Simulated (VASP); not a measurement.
Here is a VASP 6.6.1 calculation.

The input INCAR:

```
SYSTEM = Pb
PREC = Accurate
ENCUT = 520
EDIFF = 1E-7
ISMEAR = 0
SIGMA = 0.1
LREAL = .FALSE.
LASPH = .TRUE.
NELM = 100
ALGO = Fast
ISIF = 2
LWAVE = .FALSE.
LCHARG = .FALSE.
LDIPOL = .TRUE.
IDIPOL = 3
DIPOL = 0.5 0.5 0.500
GGA = CA
IBRION = 2
NSW = 70
EDIFFG = -0.03
```

Contents of KPOINTS:

```
Automatic mesh
0
G
  9 9 1
  0 0 0
```

POSCAR

```
Pb
1.0
    3.4521594480      0.0000000000      0.0000000000
   -1.7260797240      2.9896577799      0.0000000000
    0.0000000000      0.0000000000     16.8186763861
Pb
2
Selective dynamics
Direct
    0.6666666667      0.3333333333      0.4162039770  F F F
    0.3333333333      0.6666666667      0.5837960230  T T T
```

Potentials or basis: VASP PAW LDA potentials, release 64 (Pb_d).

The run is started by

```console
$ cat potpaw_LDA.64/Pb_d/POTCAR > POTCAR
$ mpirun -np 1 vasp_std > vasp.out
```

**Question.** Predict the energy gained by relaxing.

**Answer.** 52.6 meV/atom.

**Question.** Predict the band gap on the k mesh.

**Answer.** Zero (bands 14 and 15 overlap by 3.14 eV).

The path:
```tsv
step	energy change (eV)	largest force on free atoms (eV/Å)	pressure (GPa)
1	0.0000	0.7278	-1.21
2	-0.0243	0.6582	-1.11
3	-0.0806	0.3978	-0.78
4	-0.0846	0.4566	0.20
5	-0.1045	0.0719	-0.38
6	-0.1051	0.0029	-0.30
```

Caveat: spin-orbit coupling is left out, which moves the levels of the heavy elements.
